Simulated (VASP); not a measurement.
# BeTe (F-43m) in VASP: notebook

BeTe is run at these levels: PBEsol; tasks: single point, relaxation of cell and atoms.

Program: VASP 6.6.1. These are calculated values, not measurements. Logs are shortened: lines on timing, memory, paths and dates and some standing lists are left out, and cuts for length are marked.

**1. The cell of the first run**

Symmetry: F-43m, No. 216, cubic system. The conventional cell has a = 5.429 Å, b = 5.429 Å, c = 5.429 Å, α = 90.00°, β = 90.00°, γ = 90.00°. Be (site symmetry -43m) has 4 Te at 2.35 Å within 3.1 Å. Te (site symmetry -43m) has 4 Be at 2.35 Å within 3.1 Å.

**2. Single point, PBEsol**

Contents of INCAR:

```
SYSTEM = BeTe
  PREC = Accurate
  ENCUT = 520
  EDIFF = 1E-6
  ISMEAR = 0
  SIGMA = 0.01
  LREAL = .FALSE.
  LASPH = .TRUE.
  NELM = 60
  ALGO = Normal
  ISIF = 2
  LWAVE = .FALSE.
  LCHARG = .FALSE.
  GGA = PS
  NBANDS = 11
```

Contents of KPOINTS:

```
Automatic mesh
0
G
  8 8 8
  0 0 0
```

Contents of POSCAR:

```
BeTe
1.0
    2.7145135738      2.7145135738      0.0000000000
   -2.7145135738      2.7145135738      0.0000000000
    0.0000000000      2.7145135738      2.7145135738
Be Te
1 1
Direct
    0.0000000000      0.0000000000      0.0000000000
    0.7500000000      0.2500000000      0.5000000000
```

Potentials or basis: VASP PAW PBE potentials, release 64 (Be, Te).

Launch:

```bash
cat potpaw_PBE.64/Be/POTCAR potpaw_PBE.64/Te/POTCAR > POTCAR
mpirun -np 1 vasp_std > vasp.out
```

OUTCAR:

```text
SYSTEM = BeTe
   PREC = Accurate
   ENCUT = 520
   EDIFF = 1E-6
   ISMEAR = 0
   LREAL = .FALSE.
   LASPH = .TRUE.
   NELM = 60
   ISIF = 2
   GGA = PS

 ion  position               nearest neighbor table
   1  0.000  0.000  0.000-   2 2.35   2 2.35   2 2.35   2 2.35
   2  0.750  0.250  0.500-   1 2.35   1 2.35   1 2.35   1 2.35

  LATTYP: Found a face centered cubic cell.
 ALAT       =     5.4290271476

  Lattice vectors:

 A1 = (   0.0000000000,   2.7145135738,   2.7145135738)
 A2 = (   2.7145135738,   0.0000000000,   2.7145135738)
 A3 = (   2.7145135738,   2.7145135738,   0.0000000000)

Analysis of symmetry for initial positions (statically):
[... 5 lines left out ...]
 face centered cubic supercell.

 Subroutine GETGRP returns: Found 24 space group operations
 (whereof 24 operations were pure point group operations)
 out of a pool of 48 trial point group operations.

The static configuration has the point symmetry T_d .

Analysis of symmetry for dynamics (positions and initial velocities):
[... 5 lines left out ...]
 face centered cubic supercell.

 Subroutine GETGRP returns: Found 24 space group operations
 (whereof 24 operations were pure point group operations)
 out of a pool of 48 trial point group operations.

The dynamic configuration has the point symmetry T_d .

 Subroutine INISYM returns: Found 24 space group operations
 (whereof 24 operations are pure point group operations),
 and found     1 'primitive' translations

----------------------------------------------------------------------------------------

                                     Primitive cell

  volume of cell :      40.0042

  direct lattice vectors                    reciprocal lattice vectors
     2.714513574  2.714513574  0.000000000     0.184195063  0.184195063 -0.184195063
    -2.714513574  2.714513574  0.000000000    -0.184195063  0.184195063 -0.184195063
     0.000000000  2.714513574  2.714513574     0.000000000  0.000000000  0.368390127

  length of vectors
     3.838901911  3.838901911  3.838901911     0.319035208  0.319035208  0.368390127

  position of ions in fractional coordinates (direct lattice)
     0.000000000  0.000000000  0.000000000
     0.750000000  0.250000000  0.500000000

  ion indices of the primitive-cell ions
   primitive index   ion index
                 1           1
                 2           2

----------------------------------------------------------------------------------------

 KPOINTS: Automatic mesh

Automatic generation of k-mesh.
 Grid dimensions read from file:
 generate k-points for:    8    8    8

 Generating k-lattice:

  Cartesian coordinates                     Fractional coordinates (reciprocal lattice)
     0.023024383  0.023024383 -0.023024383     0.125000000  0.000000000  0.000000000
    -0.023024383  0.023024383 -0.023024383     0.000000000  0.125000000  0.000000000
     0.000000000  0.000000000  0.046048766     0.000000000  0.000000000  0.125000000

  Length of vectors
     0.039879401  0.039879401  0.046048766

  Shift w.r.t. Gamma in fractional coordinates (k-lattice)
     0.000000000  0.000000000  0.000000000

 Subroutine IBZKPT returns following result:
 ===========================================

 Found     29 irreducible k-points:

 Following reciprocal coordinates:
            Coordinates               Weight
  0.000000  0.000000  0.000000      1.000000
  0.125000  0.000000  0.000000      8.000000
  0.250000  0.000000  0.000000      8.000000
  0.375000  0.000000  0.000000      8.000000
  0.500000  0.000000  0.000000      4.000000
  0.125000  0.125000  0.000000     12.000000
[... 16 lines left out ...]
  0.375000  0.250000  0.125000     48.000000
  0.500000  0.250000  0.125000     24.000000
 [... further k-points ...]
   k-points           NKPTS =     29   k-points in BZ     NKDIM =     29   number of bands    NBANDS=     11
   number of dos      NEDOS =    301   number of ions     NIONS =      2
   total plane-waves  NPLWV =  27000
   dimension x,y,z NGX =    30 NGY =   30 NGZ =   30
   dimension x,y,z NGXF=    60 NGYF=   60 NGZF=   60
   ions per type =               1   1
   NGX,Y,Z   is equivalent  to a cutoff of  12.99, 12.99, 12.99 a.u.
   NGXF,Y,Z  is equivalent  to a cutoff of  25.98, 25.98, 25.98 a.u.
 SYSTEM =  BeTe
   PREC   = accura    normal or accurate (medium, high low for compatibility)
   ISTART =      0    job   : 0-new  1-cont  2-samecut
   ICHARG =      2    charge: 1-file 2-atom 10-const
   ISPIN  =      1    spin polarized calculation?
   LNONCOLLINEAR =      F non collinear calculations
   LSORBIT =      F    spin-orbit coupling
   LASPH  =      T    aspherical Exc in radial PAW
   ENCUT  =  520.0 eV  38.22 Ry    6.18 a.u.   7.14  7.14  7.14*2*pi/ulx,y,z
   NELM   =     60;   NELMIN=  2; NELMDL= -5     # of ELM steps
   EDIFF  = 0.1E-05   stopping-criterion for ELM
   LREAL  =      F    real-space projection
   EDIFFG = 0.1E-04   stopping-criterion for IOM
   NSW    =      0    number of steps for IOM
   IBRION =     -1    ionic relax: 0-MD 1-quasi-New 2-CG
   NFREE  =      0    steps in history (QN), initial steepest desc. (CG)
   ISIF   =      2    stress and relaxation
   ISYM   =      2    0-nonsym 1-usesym 2-fastsym
   POTIM  = 0.5000    time-step for ionic-motion
   TEBEG  =    0.0;   TEEND  =   0.0 temperature during run
   PSTRESS=    0.0 pullay stress
   NELECT =       8.0000    total number of electrons
   NUPDOWN=      -1.0000    fix difference up-down
   EMIN   =  10.00;   EMAX   =-10.00  energy-range for DOS
   EFERMI =   0.00;   METHOD = LEGACY
   ISMEAR =     0;   SIGMA  =   0.01  broadening in eV -4-tet -1-fermi 0-gaus
   EFERMI_NEDOS =   21; number of points for ismear=-14 and -15
   IALGO  =     38    algorithm
   IMIX   =      4    mixing-type and parameters
     AMIX     =   0.40;   BMIX     =  1.00
     AMIX_MAG =   1.60;   BMIX_MAG =  1.00
  volume/ion in A,a.u.               =      20.00       134.98
  Fermi-wavevector in a.u.,A,eV,Ry     =   0.957347  1.809124 12.469926  0.916514
  Thomas-Fermi vector in A             =   2.086357
   LORBIT       =      0    0 simple, 1 ext, 2 COOP (PROOUT), +10 PAW based schemes
   GGA     = PS    functional components
   LHFCALC =     F    Hartree Fock is set to
   AEXX    =    0.0000 exact exchange contribution
   IVDW    =     0    specifies the selected vdW correction
   LEPSILON=     F    determine dielectric tensor
   LRPA    =     F    only Hartree local field effects (RPA)
 non-spin polarized calculation
 Gauss-broadening in eV      SIGMA  =   0.01
  energy-cutoff  :      520.00
  volume of cell :       40.00
 maximum number of plane-waves:      1090
 NGX is ok and might be reduce to    30
   NGX = 15   NGY = 15   NGZ = 15

 number of electron       8.0000000 magnetization

 Free energy of the ion-electron system (eV)
  ---------------------------------------------------
  ext. energy  EPLUGINS =         0.00000000
  ---------------------------------------------------
  free energy    TOTEN  =        -8.12764406 eV

  energy without entropy =       -8.12764406  energy(sigma->0) =       -8.12764406

 E-fermi :   6.3664     XC(G=0):  -9.6436

 val. band max:        6.3073359509   @ k =   0.0000   0.0000   0.0000
 cond. band min:       7.8680992193   @ k =   0.5000   0.5000   0.0000
 fundamental gap:      1.5607632684
 Fermi energy:         6.3663783048

 k-point     1 :       0.0000    0.0000    0.0000
  band No.  band energies     occupation
      1      -6.8098      2.00000
      2       6.3073      2.00000
      3       6.3073      2.00000
      4       6.3073      2.00000
      5       9.7944      0.00000
      6       9.7944      0.00000
      7       9.7944      0.00000
      8      10.8714      0.00000
      9      14.6557      0.00000
     10      16.7846      0.00000
     11      16.7846      0.00000

 k-point     2 :       0.1250    0.0000    0.0000
  band No.  band energies     occupation
      1      -6.6371      2.00000
      2       4.8227      2.00000
      3       6.0172      2.00000
      4       6.0172      2.00000
      5       9.9486      0.00000
      6      10.1992      0.00000
      7      10.1992      0.00000
      8      12.0738      0.00000
      9      15.0569      0.00000
     10      15.6526      0.00000
     11      15.6526      0.00000

 k-point     3 :       0.2500    0.0000    0.0000
  band No.  band energies     occupation
      1      -6.1535      2.00000
      2       2.5590      2.00000
      3       5.4982      2.00000
      4       5.4982      2.00000
      5       9.8215      0.00000
      6      10.7748      0.00000
      7      10.7748      0.00000
      8      13.7905      0.00000
      9      15.3724      0.00000
     10      15.3724      0.00000
     11      15.4584      0.00000

 k-point     4 :       0.3750    0.0000    0.0000
  band No.  band energies     occupation
      1      -5.5151      2.00000
      2       0.7372      2.00000
      3       5.1106      2.00000
      4       5.1106      2.00000
      5       9.6928      0.00000
      6      10.8564      0.00000
      7      10.8564      0.00000
      8      14.0229      0.00000
      9      16.5826      0.00000
     10      16.5826      0.00000
     11      16.6080      0.00000
[... 239 lines left out ...]
 k-point    22 :       0.2500    0.2500    0.1250
  band No.  band energies     occupation
      1      -5.7487      2.00000
      2       2.3331      2.00000
      3       3.6521      2.00000
      4       4.8571      2.00000
      5       9.7814      0.00000
      6      11.4803      0.00000
      7      11.5492      0.00000
      8      12.8633      0.00000
      9      15.7193      0.00000
     10      17.1772      0.00000
     11      17.9613      0.00000

 k-point    23 :       0.3750    0.2500    0.1250
  band No.  band energies     occupation
      1      -5.1728      2.00000
      2       1.0787      2.00000
      3       3.0787      2.00000
      4       4.3098      2.00000
      5      10.2587      0.00000
      6      11.0538      0.00000
      7      12.3784      0.00000
      8      13.5036      0.00000
      9      16.4080      0.00000
     10      17.0607      0.00000
     11      18.9165      0.00000

 k-point    24 :       0.5000    0.2500    0.1250
  band No.  band energies     occupation
      1      -4.8683      2.00000
      2       0.4712      2.00000
      3       2.9779      2.00000
      4       4.0414      2.00000
      5      10.3650      0.00000
      6      10.7892      0.00000
      7      13.3098      0.00000
      8      14.3741      0.00000
      9      14.9424      0.00000
     10      18.0890      0.00000
     11      18.5783      0.00000

 [... further k-points ...]
[... 5 lines left out ...]
  --------------------------------------------------------------------------------------
  -------------------------------------------------------------------------------------
  Total        1.8314993      1.8314993      1.8314993      0.0000000     -0.0000000      0.0000000
  in kB       73.3518869     73.3518869     73.3518869      0.0000000     -0.0000000      0.0000000
  external PRESSURE =      73.3518869 kB  Pullay stress =       0.0000000 kB

 VOLUME and BASIS-vectors are now :
 -----------------------------------------------------------------------------
  energy-cutoff  :      520.00
  volume of cell :       40.00
      direct lattice vectors                 reciprocal lattice vectors
     2.714513574  2.714513574  0.000000000     0.184195063  0.184195063 -0.184195063
    -2.714513574  2.714513574  0.000000000    -0.184195063  0.184195063 -0.184195063
     0.000000000  2.714513574  2.714513574     0.000000000  0.000000000  0.368390127

 POSITION                                       TOTAL-FORCE (eV/Angst)
 -----------------------------------------------------------------------------------
      0.00000      0.00000      0.00000        -0.000000     -0.000000      0.000000
      1.35726      4.07177      1.35726         0.000000      0.000000     -0.000000
 -----------------------------------------------------------------------------------
    total drift:                               -0.000000      0.000000      0.000000

  FREE ENERGIE OF THE ION-ELECTRON SYSTEM (eV)
  ---------------------------------------------------
  free  energy   TOTEN  =        -8.1276440577 eV

  energy  without entropy=       -8.1276440577  energy(sigma->0) =       -8.12764406
```

Wall time 22 s (1 thread of Intel Xeon 8259CL, shared host); peak memory 0.17 GiB.

What came out:

```
Free energy            : -8.1276 eV
Pressure               : 7.3 GPa
Band gap on the k mesh : 1.56 eV, indirect (least direct gap 3.49 eV)
```

Levels at points of the mesh, in eV from the valence-band top:
```
           k point  band 1  band 2  band 3  band 4  band 5  band 6  band 7  band 8  band 9
(0.00, 0.00, 0.00)  -13.12    0.00    0.00    0.00    3.49    3.49    3.49    4.56    8.35
(0.50, 0.00, 0.00)  -11.47   -6.33   -1.33   -1.33    3.34    4.49    4.49    7.59   11.34
(0.50, 0.50, 0.00)  -10.86   -5.76   -3.10   -3.10    1.56    2.44   10.41   10.41   12.16
```

Caveat: the PAW data sets were made with another functional, which shifts forces and pressure a little; spin-orbit coupling is left out, which moves the levels of the heavy elements. PBEsol gaps usually lie below the measured ones, often by a third to a half.

(Continued in part 2 of 3.)
